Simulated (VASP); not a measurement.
# Ga (I-43d) in VASP: notebook, part 2 of 2

VASP 6.6.1.

## 4. Single point, r2SCAN (volume scaled by 0.97)

File POSCAR:

```
Ga
1.0
   -2.9634553842      2.9634553842      2.9634553842
    2.9634553842     -2.9634553842      2.9634553842
    2.9634553842      2.9634553842     -2.9634553842
Ga
6
Direct
    0.2500000000      0.6250000000      0.3750000000
    0.3750000000      0.2500000000      0.6250000000
    0.7500000000      0.8750000000      0.1250000000
    0.1250000000      0.7500000000      0.8750000000
    0.6250000000      0.3750000000      0.2500000000
    0.8750000000      0.1250000000      0.7500000000
```

File INCAR.step1:

```
SYSTEM = Ga
PREC     = Accurate       ! precision mode
ENCUT    = 520            ! plane-wave cutoff, eV
ISMEAR   = 0              ! smearing method
SIGMA    = 0.1            ! smearing width, eV
LREAL    = .False.        ! projectors in reciprocal space
LASPH    = .True.         ! aspherical terms in the spheres
NELM     = 100            ! most SCF steps
NBANDS   = 48             ! bands
GGA      = PE             ! functional
ALGO     = Normal         ! electronic algorithm
EDIFF    = 1E-4           ! SCF threshold, eV
LWAVE    = .True.         ! write WAVECAR
LCHARG   = .False.        ! write CHGCAR
```

File INCAR.step2:

```
SYSTEM = Ga
PREC     = Accurate       ! precision mode
ENCUT    = 520            ! plane-wave cutoff, eV
EDIFF    = 1E-6           ! SCF threshold, eV
ISMEAR   = 0              ! smearing method
SIGMA    = 0.1            ! smearing width, eV
LREAL    = .False.        ! projectors in reciprocal space
LASPH    = .True.         ! aspherical terms in the spheres
NELM     = 100            ! most SCF steps
ALGO     = Normal         ! electronic algorithm
ISIF     = 2              ! what is computed and relaxed
LWAVE    = .False.        ! write WAVECAR
LCHARG   = .False.        ! write CHGCAR
METAGGA  = R2SCAN         ! meta-GGA
LMIXTAU  = .True.       
NBANDS   = 48             ! bands
ISTART   = 1
```

File KPOINTS:

```
Automatic mesh
0
Gamma
  8 8 8
  0 0 0
```

Potentials or basis: VASP PAW PBE potentials, release 64 (Ga_d).

The run is started by

```console
cat potpaw_PBE.64/Ga_d/POTCAR > POTCAR
cp INCAR.step1 INCAR
mpirun -np 1 vasp_std > vasp.out
cp INCAR.step2 INCAR
mpirun -np 1 vasp_std > vasp.out
```

OUTCAR:

```text
SYSTEM = Ga
   PREC = Accurate
   ENCUT = 520
   EDIFF = 1E-6
   ISMEAR = 0
   LREAL = .False.
   LASPH = .True.
   NELM = 100
   ISIF = 2
   METAGGA = R2SCAN
   ISTART = 1

 ion  position               nearest neighbor table
   1  0.250  0.625  0.375-   6 2.77   6 2.77   2 2.77   4 2.77   5 2.77   4 2.77   2 2.77   5 2.77

   2  0.375  0.250  0.625-   3 2.77   3 2.77   1 2.77   5 2.77   6 2.77   1 2.77   6 2.77   5 2.77

   3  0.750  0.875  0.125-   2 2.77   2 2.77   4 2.77   5 2.77   6 2.77   5 2.77   6 2.77   4 2.77

   4  0.125  0.750  0.875-   5 2.77   5 2.77   1 2.77   3 2.77   6 2.77   1 2.77   6 2.77   3 2.77

   5  0.625  0.375  0.250-   4 2.77   4 2.77   1 2.77   2 2.77   3 2.77   2 2.77   3 2.77   1 2.77

   6  0.875  0.125  0.750-   1 2.77   1 2.77   2 2.77   3 2.77   4 2.77   3 2.77   2 2.77   4 2.77

  LATTYP: Found a body centered cubic cell.
 ALAT       =     5.9269107684

  Lattice vectors:

 A1 = (  -2.9634553842,   2.9634553842,   2.9634553842)
 A2 = (   2.9634553842,  -2.9634553842,   2.9634553842)
 A3 = (   2.9634553842,   2.9634553842,  -2.9634553842)

Analysis of symmetry for initial positions (statically):
=====================================================================
 Subroutine PRICEL returns:
 Original cell was already a primitive cell.

 Routine SETGRP: Setting up the symmetry group for a
 body centered cubic supercell.

 Subroutine GETGRP returns: Found 24 space group operations
 (whereof  3 operations were pure point group operations)
 out of a pool of 48 trial point group operations.

The static configuration has the point symmetry C_3 .
 The point group associated with its full space group is T_d .

Analysis of symmetry for dynamics (positions and initial velocities):
=====================================================================
 Subroutine PRICEL returns:
 Original cell was already a primitive cell.

 Routine SETGRP: Setting up the symmetry group for a
 body centered cubic supercell.

[... 136 lines left out ...]
  Thomas-Fermi vector in A             =   2.600147
   LORBIT       =      0    0 simple, 1 ext, 2 COOP (PROOUT), +10 PAW based schemes
   METAGGA = R2SCAN    functional components
   LHFCALC =     F    Hartree Fock is set to
   AEXX    =    0.0000 exact exchange contribution
   IVDW    =     0    specifies the selected vdW correction
   LEPSILON=     F    determine dielectric tensor
   LRPA    =     F    only Hartree local field effects (RPA)
 non-spin polarized calculation
 Gauss-broadening in eV      SIGMA  =   0.10
  energy-cutoff  :      520.00
  volume of cell :      104.10
 maximum number of plane-waves:      2824
 NGX is ok and might be reduce to    40
   NGX = 19   NGY = 19   NGZ = 19

 number of electron      77.9999934 magnetization

 Free energy of the ion-electron system (eV)
  ---------------------------------------------------
  ext. energy  EPLUGINS =         0.00000000
  ---------------------------------------------------
  free energy    TOTEN  =       -67.92463941 eV

  energy without entropy =      -67.91007016  energy(sigma->0) =      -67.91735478

 E-fermi :   6.1927     XC(G=0): -12.6042

 val. band max:        6.1870789841   @ k =  -0.3750   0.5000   0.2500
 cond. band min:       6.2169728516   @ k =   0.3750   0.1250   0.0000
 fundamental gap:      0.0298938675
 Fermi energy:         6.1926945110

 k-point     1 :       0.0000    0.0000    0.0000
  band No.  band energies     occupation
      1      -9.4700      2.00000
      2      -9.4312      2.00000
      3      -9.4312      2.00000
      4      -9.3904      2.00000
      5      -9.3904      2.00000
      6      -9.3904      2.00000
[... 1213 lines left out ...]
     47      12.3855      0.00000
     48      13.0376      0.00000

 [... further k-points ...]

------------------------ aborting loop because EDIFF is reached ----------------------------------------

  FORCE on cell =-STRESS in cart. coord.  units (eV):
  Direction    XX          YY          ZZ          XY          YZ          ZX
  --------------------------------------------------------------------------------------
  -------------------------------------------------------------------------------------
  Total        1.3041813      1.3041813      1.3041813     -0.0000000      0.0000000      0.0000000
  in kB       20.0721266     20.0721266     20.0721266     -0.0000000      0.0000000      0.0000000
  external PRESSURE =      20.0721266 kB  Pullay stress =       0.0000000 kB

 VOLUME and BASIS-vectors are now :
 -----------------------------------------------------------------------------
  energy-cutoff  :      520.00
  volume of cell :      104.10
      direct lattice vectors                 reciprocal lattice vectors
    -2.963455384  2.963455384  2.963455384     0.000000000  0.168721960  0.168721960
     2.963455384 -2.963455384  2.963455384     0.168721960  0.000000000  0.168721960
     2.963455384  2.963455384 -2.963455384     0.168721960  0.168721960  0.000000000

 POSITION                                       TOTAL-FORCE (eV/Angst)
 -----------------------------------------------------------------------------------
      2.22259      0.00000      1.48173         0.000000      0.000000     -0.000000
      1.48173      2.22259      0.00000        -0.000000      0.000000      0.000000
      0.74086      0.00000      4.44518         0.000000     -0.000000      0.000000
      4.44518      0.74086      0.00000         0.000000      0.000000     -0.000000
      0.00000      1.48173      2.22259         0.000000     -0.000000      0.000000
      0.00000      4.44518      0.74086        -0.000000      0.000000     -0.000000
 -----------------------------------------------------------------------------------
    total drift:                                0.000001      0.000001      0.000001

  FREE ENERGIE OF THE ION-ELECTRON SYSTEM (eV)
  ---------------------------------------------------
  free  energy   TOTEN  =       -67.9246394063 eV

  energy  without entropy=      -67.9100701571  energy(sigma->0) =      -67.91735478
```

OUTCAR.step1:

```text
SYSTEM = Ga
   PREC = Accurate
   ENCUT = 520
   ISMEAR = 0
   LREAL = .False.
   LASPH = .True.
   NELM = 100
[... 1467 lines left out ...]
      4.44518      0.74086      0.00000         0.000000     -0.000000     -0.000000
      0.00000      1.48173      2.22259        -0.000000      0.000000      0.000000
      0.00000      4.44518      0.74086        -0.000000      0.000000      0.000000
 -----------------------------------------------------------------------------------
    total drift:                               -0.000000     -0.000000     -0.000000

  FREE ENERGIE OF THE ION-ELECTRON SYSTEM (eV)
  ---------------------------------------------------
  free  energy   TOTEN  =       -17.1303112302 eV

  energy  without entropy=      -17.1165383970  energy(sigma->0) =      -17.12342481
```

Run time: 5.9 min. Hardware: 1 thread of Intel Xeon Platinum 8488C (Sapphire Rapids), shared host; peak memory 0.3 GiB.

Results:

```
Free energy            : -67.9246 eV
Pressure               : 2.0 GPa
Band gap on the k mesh : zero (band 39 reaches 8.20 eV, above the bottom of band 40 at 3.99 eV)
```

Levels at points of the mesh, in eV from the Fermi level:
```tsv
k point	band 37	band 38	band 39	band 40	band 41	band 42
(0.00, 0.00, 0.00)	-2.62	-2.62	-2.62	-2.20	-2.20	-2.20
(0.50, 0.00, 0.00)	-1.09	-1.09	-0.26	-0.26	3.12	3.12
(0.50, 0.50, 0.50)	1.44	1.44	1.78	1.78	1.78	1.78
```

Caveat: the PAW data sets were made with another functional, which shifts forces and pressure a little.
